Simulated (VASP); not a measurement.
# SnTe (Fd-3m) in VASP: further runs

The runs below take SnTe through single point, relaxation of cell and atoms, with PBE.

Program: VASP 6.6.1. These are calculated values, not measurements. Logs are shortened: lines on timing, memory, paths and dates and some standing lists are left out, and cuts for length are marked.

## Step 1: The cell of the first run

Symmetry: Fd-3m, No. 227, cubic system. The conventional cell has a = 7.713 Å, b = 7.713 Å, c = 7.713 Å, α = 90.00°, β = 90.00°, γ = 90.00°. Within 4.4 Å of Sn (site symmetry -43m) lie 10 Te at 3.34 to 3.86 Å and 4 Sn at 3.34 Å. Within 4.4 Å of Te (site symmetry -43m) lie 4 Te at 3.34 Å and 10 Sn at 3.34 to 3.86 Å.

## Step 2: Single point, PBE

Contents of INCAR:

```
PREC = Accurate ; ENCUT = 520
EDIFF = 1E-6 ; ISMEAR = 0
SIGMA = 0.1 ; LREAL = False
LASPH = True ; NELM = 60
ALGO = Normal ; ISIF = 2
LWAVE = False ; LCHARG = False
GGA = PE ; NBANDS = 28
```

Contents of KPOINTS:

```
regular mesh
0
Gamma
  10 10 10
```

Contents of POSCAR:

```
SnTe
1.0
    0.0000000000      3.8564426163      3.8564426163
    3.8564426163      0.0000000000      3.8564426163
    3.8564426163      3.8564426163      0.0000000000
Sn Te
2 2
Direct
    0.0000000000      0.0000000000      0.0000000000
    0.2500000000      0.2500000000      0.2500000000
    0.5000000000      0.5000000000      0.5000000000
    0.7500000000      0.7500000000      0.7500000000
```

Potentials or basis: VASP PAW PBE potentials, release 64 (Sn_d, Te).

Started as:

```console
cat potpaw_PBE.64/Sn_d/POTCAR potpaw_PBE.64/Te/POTCAR > POTCAR
mpirun -np 1 vasp_std > vasp.out
```

OUTCAR:

```text
PREC = Accurate
   ENCUT = 520
   EDIFF = 1E-6
   ISMEAR = 0
   LREAL = False
   LASPH = True
   NELM = 60
   ISIF = 2
   GGA = PE

 ion  position               nearest neighbor table
   1  0.000  0.000  0.000-   4 3.34   4 3.34   4 3.34   2 3.34   2 3.34   2 3.34   4 3.34   2 3.34

   2  0.250  0.250  0.250-   1 3.34   1 3.34   1 3.34   3 3.34   3 3.34   3 3.34   3 3.34   1 3.34

   3  0.500  0.500  0.500-   2 3.34   2 3.34   2 3.34   4 3.34   4 3.34   4 3.34   4 3.34   2 3.34

   4  0.750  0.750  0.750-   3 3.34   3 3.34   3 3.34   1 3.34   1 3.34   1 3.34   3 3.34   1 3.34

  LATTYP: Found a face centered cubic cell.
 ALAT       =     7.7128852326

  Lattice vectors:

 A1 = (   0.0000000000,   3.8564426163,   3.8564426163)
 A2 = (   3.8564426163,   0.0000000000,   3.8564426163)
 A3 = (   3.8564426163,   3.8564426163,   0.0000000000)

Analysis of symmetry for initial positions (statically):
=====================================================================
 Subroutine PRICEL returns:
 Original cell was already a primitive cell.

 Routine SETGRP: Setting up the symmetry group for a
 face centered cubic supercell.

 Subroutine GETGRP returns: Found 48 space group operations
 (whereof 24 operations were pure point group operations)
 out of a pool of 48 trial point group operations.

The static configuration has the point symmetry T_d .
 The point group associated with its full space group is O_h .

Analysis of symmetry for dynamics (positions and initial velocities):
=====================================================================
 Subroutine PRICEL returns:
 Original cell was already a primitive cell.

 Routine SETGRP: Setting up the symmetry group for a
 face centered cubic supercell.

 Subroutine GETGRP returns: Found 48 space group operations
 (whereof 24 operations were pure point group operations)
 out of a pool of 48 trial point group operations.

The dynamic configuration has the point symmetry T_d .
 The point group associated with its full space group is O_h .

 Subroutine INISYM returns: Found 48 space group operations
 (whereof 24 operations are pure point group operations),
 and found     1 'primitive' translations

----------------------------------------------------------------------------------------

                                     Primitive cell

  volume of cell :     114.7072

  direct lattice vectors                    reciprocal lattice vectors
     0.000000000  3.856442616  3.856442616    -0.129653167  0.129653167  0.129653167
     3.856442616  0.000000000  3.856442616     0.129653167 -0.129653167  0.129653167
     3.856442616  3.856442616  0.000000000     0.129653167  0.129653167 -0.129653167

  length of vectors
     5.453833450  5.453833450  5.453833450     0.224565873  0.224565873  0.224565873

  position of ions in fractional coordinates (direct lattice)
     0.000000000  0.000000000  0.000000000
     0.250000000  0.250000000  0.250000000
     0.500000000  0.500000000  0.500000000
     0.750000000  0.750000000  0.750000000

  ion indices of the primitive-cell ions
   primitive index   ion index
                 1           1
                 2           2
                 3           3
                 4           4

----------------------------------------------------------------------------------------

 KPOINTS: regular mesh

Automatic generation of k-mesh.
 Grid dimensions read from file:
 generate k-points for:   10   10   10

 Generating k-lattice:

  Cartesian coordinates                     Fractional coordinates (reciprocal lattice)
    -0.012965317  0.012965317  0.012965317     0.100000000  0.000000000  0.000000000
     0.012965317 -0.012965317  0.012965317     0.000000000  0.100000000  0.000000000
     0.012965317  0.012965317 -0.012965317     0.000000000  0.000000000  0.100000000

  Length of vectors
     0.022456587  0.022456587  0.022456587

  Shift w.r.t. Gamma in fractional coordinates (k-lattice)
     0.000000000  0.000000000  0.000000000

 Subroutine IBZKPT returns following result:
 ===========================================

 Found     47 irreducible k-points:

 Following reciprocal coordinates:
            Coordinates               Weight
  0.000000  0.000000  0.000000      1.000000
  0.100000  0.000000  0.000000      8.000000
  0.200000  0.000000  0.000000      8.000000
  0.300000  0.000000  0.000000      8.000000
  0.400000  0.000000  0.000000      8.000000
  0.500000  0.000000  0.000000      4.000000
[... 16 lines left out ...]
  0.300000  0.300000  0.000000      6.000000
  0.400000  0.300000  0.000000     24.000000
 [... further k-points ...]
   k-points           NKPTS =     47   k-points in BZ     NKDIM =     47   number of bands    NBANDS=     28
   number of dos      NEDOS =    301   number of ions     NIONS =      4
   total plane-waves  NPLWV =  74088
   dimension x,y,z NGX =    42 NGY =   42 NGZ =   42
   dimension x,y,z NGXF=    84 NGYF=   84 NGZF=   84
   ions per type =               2   2
   NGX,Y,Z   is equivalent  to a cutoff of  12.80, 12.80, 12.80 a.u.
   NGXF,Y,Z  is equivalent  to a cutoff of  25.61, 25.61, 25.61 a.u.
 SYSTEM =  unknown system
   PREC   = accura    normal or accurate (medium, high low for compatibility)
   ISTART =      0    job   : 0-new  1-cont  2-samecut
   ICHARG =      2    charge: 1-file 2-atom 10-const
   ISPIN  =      1    spin polarized calculation?
   LNONCOLLINEAR =      F non collinear calculations
   LSORBIT =      F    spin-orbit coupling
   LASPH  =      T    aspherical Exc in radial PAW
   ENCUT  =  520.0 eV  38.22 Ry    6.18 a.u.  10.14 10.14 10.14*2*pi/ulx,y,z
   NELM   =     60;   NELMIN=  2; NELMDL= -5     # of ELM steps
   EDIFF  = 0.1E-05   stopping-criterion for ELM
   LREAL  =      F    real-space projection
   EDIFFG = 0.1E-04   stopping-criterion for IOM
   NSW    =      0    number of steps for IOM
   IBRION =     -1    ionic relax: 0-MD 1-quasi-New 2-CG
   NFREE  =      0    steps in history (QN), initial steepest desc. (CG)
   ISIF   =      2    stress and relaxation
   ISYM   =      2    0-nonsym 1-usesym 2-fastsym
   POTIM  = 0.5000    time-step for ionic-motion
   TEBEG  =    0.0;   TEEND  =   0.0 temperature during run
   PSTRESS=    0.0 pullay stress
   NELECT =      40.0000    total number of electrons
   NUPDOWN=      -1.0000    fix difference up-down
   EMIN   =  10.00;   EMAX   =-10.00  energy-range for DOS
   EFERMI =   0.00;   METHOD = LEGACY
   ISMEAR =     0;   SIGMA  =   0.10  broadening in eV -4-tet -1-fermi 0-gaus
   EFERMI_NEDOS =   21; number of points for ismear=-14 and -15
   IALGO  =     38    algorithm
   IMIX   =      4    mixing-type and parameters
     AMIX     =   0.40;   BMIX     =  1.00
     AMIX_MAG =   1.60;   BMIX_MAG =  1.00
  volume/ion in A,a.u.               =      28.68       193.52
  Fermi-wavevector in a.u.,A,eV,Ry     =   1.152298  2.177527 18.065674  1.327790
  Thomas-Fermi vector in A             =   2.288949
   LORBIT       =      0    0 simple, 1 ext, 2 COOP (PROOUT), +10 PAW based schemes
   GGA     = PE    functional components
   LHFCALC =     F    Hartree Fock is set to
   AEXX    =    0.0000 exact exchange contribution
   IVDW    =     0    specifies the selected vdW correction
   LEPSILON=     F    determine dielectric tensor
   LRPA    =     F    only Hartree local field effects (RPA)
 non-spin polarized calculation
 Gauss-broadening in eV      SIGMA  =   0.10
  energy-cutoff  :      520.00
  volume of cell :      114.71
 maximum number of plane-waves:      3119
 NGX is ok and might be reduce to    42
   NGX = 21   NGY = 21   NGZ = 21

 number of electron      39.9999993 magnetization

 Free energy of the ion-electron system (eV)
  ---------------------------------------------------
  ext. energy  EPLUGINS =         0.00000000
  ---------------------------------------------------
  free energy    TOTEN  =       -13.42917337 eV

  energy without entropy =      -13.41221655  energy(sigma->0) =      -13.42069496

 E-fermi :   7.6337     XC(G=0): -10.0701

 val. band max:        7.6200172711   @ k =   0.5000   0.3000   0.1000
 cond. band min:       7.6635567322   @ k =   0.4000   0.2000   0.1000
 fundamental gap:      0.0435394611
 Fermi energy:         7.6337459597

 k-point     1 :       0.0000    0.0000    0.0000
  band No.  band energies     occupation
      1     -13.9467      2.00000
      2     -13.9467      2.00000
      3     -13.9467      2.00000
      4     -13.9287      2.00000
      5     -13.9287      2.00000
      6     -13.8639      2.00000
[... 20 lines left out ...]
     27      12.8139      0.00000
     28      12.8139      0.00000

 k-point     2 :       0.1000    0.0000    0.0000
  band No.  band energies     occupation
      1     -13.9481      2.00000
      2     -13.9481      2.00000
      3     -13.9460      2.00000
      4     -13.9268      2.00000
      5     -13.9268      2.00000
      6     -13.8676      2.00000
[... 20 lines left out ...]
     27      12.6961      0.00000
     28      12.6961      0.00000

 k-point     3 :       0.2000    0.0000    0.0000
  band No.  band energies     occupation
      1     -13.9508      2.00000
      2     -13.9508      2.00000
      3     -13.9443      2.00000
      4     -13.9228      2.00000
      5     -13.9228      2.00000
      6     -13.8719      2.00000
[... 20 lines left out ...]
     27      12.2964      0.00000
     28      12.2964      0.00000

 k-point     4 :       0.3000    0.0000    0.0000
  band No.  band energies     occupation
      1     -13.9531      2.00000
      2     -13.9531      2.00000
      3     -13.9422      2.00000
      4     -13.9191      2.00000
      5     -13.9191      2.00000
      6     -13.8753      2.00000
[... 20 lines left out ...]
     27      13.1234      0.00000
     28      13.1234      0.00000

 k-point     5 :       0.4000    0.0000    0.0000
  band No.  band energies     occupation
      1     -13.9544      2.00000
      2     -13.9544      2.00000
      3     -13.9404      2.00000
      4     -13.9168      2.00000
      5     -13.9168      2.00000
      6     -13.8772      2.00000
[... 20 lines left out ...]
     27      14.4415      0.00000
     28      14.4415      0.00000

 k-point     6 :       0.5000    0.0000    0.0000
  band No.  band energies     occupation
      1     -13.9548      2.00000
      2     -13.9548      2.00000
      3     -13.9398      2.00000
      4     -13.9161      2.00000
      5     -13.9161      2.00000
      6     -13.8778      2.00000
[... 463 lines left out ...]
      5     -13.9094      2.00000
      6     -13.8851      2.00000
[... 20 lines left out ...]
     27      14.0518      0.00000
     28      15.4057      0.00000

 k-point    22 :      -0.2000    0.2000    0.0000
  band No.  band energies     occupation
      1     -13.9567      2.00000
      2     -13.9553      2.00000
      3     -13.9365      2.00000
      4     -13.9192      2.00000
      5     -13.9133      2.00000
      6     -13.8818      2.00000
[... 20 lines left out ...]
     27      12.9486      0.00000
     28      14.0895      0.00000

 k-point    23 :       0.3000    0.3000    0.0000
  band No.  band energies     occupation
      1     -13.9548      2.00000
      2     -13.9548      2.00000
      3     -13.9429      2.00000
      4     -13.9151      2.00000
      5     -13.9035      2.00000
      6     -13.8975      2.00000
[... 20 lines left out ...]
     27      11.7761      0.00000
     28      15.3419      0.00000

 k-point    24 :       0.4000    0.3000    0.0000
  band No.  band energies     occupation
      1     -13.9580      2.00000
      2     -13.9564      2.00000
      3     -13.9376      2.00000
      4     -13.9107      2.00000
      5     -13.9031      2.00000
      6     -13.8982      2.00000
[... 20 lines left out ...]
     27      12.3373      0.00000
     28      14.9566      0.00000

 [... further k-points ...]

------------------------ aborting loop because EDIFF is reached ----------------------------------------

  FORCE on cell =-STRESS in cart. coord.  units (eV):
  Direction    XX          YY          ZZ          XY          YZ          ZX
  --------------------------------------------------------------------------------------
  -------------------------------------------------------------------------------------
  Total       -0.0462648     -0.0462648     -0.0462648     -0.0000000      0.0000000     -0.0000000
  in kB       -0.6462061     -0.6462061     -0.6462061     -0.0000000      0.0000000     -0.0000000
  external PRESSURE =      -0.6462061 kB  Pullay stress =       0.0000000 kB

 VOLUME and BASIS-vectors are now :
 -----------------------------------------------------------------------------
  energy-cutoff  :      520.00
  volume of cell :      114.71
      direct lattice vectors                 reciprocal lattice vectors
     0.000000000  3.856442616  3.856442616    -0.129653167  0.129653167  0.129653167
     3.856442616  0.000000000  3.856442616     0.129653167 -0.129653167  0.129653167
     3.856442616  3.856442616  0.000000000     0.129653167  0.129653167 -0.129653167

 POSITION                                       TOTAL-FORCE (eV/Angst)
 -----------------------------------------------------------------------------------
      0.00000      0.00000      0.00000         0.000000      0.000000      0.000000
      1.92822      1.92822      1.92822        -0.000000     -0.000000     -0.000000
      3.85644      3.85644      3.85644         0.000000      0.000000      0.000000
      5.78466      5.78466      5.78466        -0.000000     -0.000000     -0.000000
 -----------------------------------------------------------------------------------
    total drift:                               -0.000000     -0.000000      0.000000

  FREE ENERGIE OF THE ION-ELECTRON SYSTEM (eV)
  ---------------------------------------------------
  free  energy   TOTEN  =       -13.4291733689 eV

  energy  without entropy=      -13.4122165484  energy(sigma->0) =      -13.42069496
```

It took 4.2 min on 1 thread of AMD EPYC 7R13, shared host; peak memory 0.33 GiB.

What came out:

| Item | Value |
| --- | --- |
| Free energy | -13.4292 eV |
| Pressure | -0.1 GPa |
| Band gap on the k mesh | zero (bands 20 and 21 overlap by 1.90 eV) |

Levels at points of the mesh, in eV from the Fermi level:
```tsv
k point	band 17	band 18	band 19	band 20	band 21	band 22	band 23	band 24
(0.00, 0.00, 0.00)	-3.19	-2.58	-2.58	-2.58	-0.87	-0.87	-0.87	3.35
(0.50, 0.00, 0.00)	-2.68	-2.68	-1.47	-1.03	1.10	1.10	2.44	2.58
(0.50, 0.50, 0.00)	-0.64	-0.64	0.14	0.14	1.01	1.01	2.36	2.36
```

Caveat: spin-orbit coupling is left out, which moves the levels of the heavy elements.

## Step 3: Relaxation of cell and atoms, PBE

This run uses another cell than the first one, of 28.48 Å³/atom.

Contents of INCAR:

```
PREC = Accurate
ENCUT = 600
EDIFF = 1E-6
ISMEAR = 0
SIGMA = 0.1
LREAL = False
LASPH = True
NELM = 100
ALGO = Normal
ISIF = 3
LWAVE = False
LCHARG = False
GGA = PE
IBRION = 2
NSW = 100
EDIFFG = -0.01
```

KPOINTS is that of step 2.

Contents of POSCAR:

```
SnTe
1.0
    0.0000000000      3.8474313916      3.8474313916
    3.8474313916      0.0000000000      3.8474313916
    3.8474313916      3.8474313916      0.0000000000
Sn Te
2 2
Direct
    0.0000000000      0.0000000000      0.0000000000
    0.2500000000      0.2500000000      0.2500000000
    0.5000000000      0.5000000000      0.5000000000
    0.7500000000      0.7500000000      0.7500000000
```

Potentials or basis: VASP PAW PBE potentials, release 64 (Sn_d, Te).

Started as:

```console
cat potpaw_PBE.64/Sn_d/POTCAR potpaw_PBE.64/Te/POTCAR > POTCAR
mpirun -np 1 vasp_std > vasp.out
```

Wall time 8.5 min (1 thread of AMD EPYC 7R13, shared host); peak memory 0.42 GiB.

Results (log left out):

* Free energy: -13.4292 eV
* Relaxed volume: 28.68 Å³/atom
* Relaxed cell: a = 5.454 Å, b = 5.454 Å, c = 5.454 Å, α = 60.00°, β = 60.00°, γ = 60.00°
* Space group after relaxing (to 0.1 Å): Fd-3m (No. 227)
* Energy gained by relaxing: 0.2 meV/atom
* Ionic steps: 2
* Pressure after relaxing: 0.0 GPa
* Band gap on the k mesh: zero (bands 20 and 21 overlap by 1.89 eV)

The path:
| step | energy change (eV) | largest force (eV/Å) | pressure (GPa) | volume (Å³) |
| --- | --- | --- | --- | --- |
| 1 | 0.0000 | 0.0000 | 0.28 | 113.90 |
| 2 | -0.0006 | 0.0000 | -0.04 | 114.72 |

Final structure:
```cif
data_structure
_symmetry_space_group_name_H-M 'P 1'
_symmetry_Int_Tables_number 1
_cell_length_a 5.4541
_cell_length_b 5.4541
_cell_length_c 5.4541
_cell_angle_alpha 60.000
_cell_angle_beta 60.000
_cell_angle_gamma 60.000
_cell_volume 114.72
loop_
_atom_site_label
_atom_site_type_symbol
_atom_site_fract_x
_atom_site_fract_y
_atom_site_fract_z
_atom_site_occupancy
Sn1 Sn 0.00000 0.00000 0.00000 1
Sn2 Sn 0.25000 0.25000 0.25000 1
Te1 Te 0.50000 0.50000 0.50000 1
Te2 Te 0.75000 0.75000 0.75000 1
```

Levels at points of the mesh, in eV from the Fermi level:
| k point | band 16 | band 17 | band 18 | band 19 | band 20 | band 21 | band 22 | band 23 | band 24 |
| --- | --- | --- | --- | --- | --- | --- | --- | --- | --- |
| (0.00, 0.00, 0.00) | -3.19 | -3.19 | -2.58 | -2.58 | -2.58 | -0.87 | -0.87 | -0.87 | 3.35 |
| (0.50, 0.00, 0.00) | -3.92 | -2.68 | -2.68 | -1.47 | -1.03 | 1.10 | 1.10 | 2.44 | 2.58 |
| (0.50, 0.50, 0.00) | -5.22 | -0.64 | -0.64 | 0.14 | 0.14 | 1.01 | 1.01 | 2.36 | 2.36 |

Caveat: spin-orbit coupling is left out, which moves the levels of the heavy elements.

The gap in the log of VASP goes by the Fermi energy; the results here count the filled bands.